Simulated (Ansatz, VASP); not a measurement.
Nb: VASP beside Ansatz

```
CELL_PARAMETERS angstrom
-1.65559 1.65559 1.65559
1.65559 -1.65559 1.65559
1.65559 1.65559 -1.65559
ATOMIC_POSITIONS crystal
Nb 0.00000 0.00000 0.00000
```

Alike in both runs: functional PBE; k mesh 18 × 18 × 18; occupations gaussian, width 0.1 eV; no spin polarisation.

Ansatz relaxed the structure, and its values are those at the end. VASP's run is a single point on that final structure, the one shown.

|  | VASP | Ansatz |
| --- | --- | --- |
| version | VASP 6.6.1 | Ansatz 0.2.0 |
| potentials or method | VASP PAW PBE potentials, release 64 (Nb_sv), cutoff 520 eV | scalar-relativistic, plane waves, PAW |
| valence electrons in the cell | 13 | 13 |

|  | VASP | Ansatz | Ansatz less VASP |
| --- | --- | --- | --- |
| gap on the k mesh at the Fermi level (eV) | none | none | - |
| pressure (GPa) | -0.3 | 0.0 | +0.31 |

A gap of «none» marks a metal or a gap that the smearing closes. With one functional, cell and mesh, what is left measures potentials, basis and numerics.
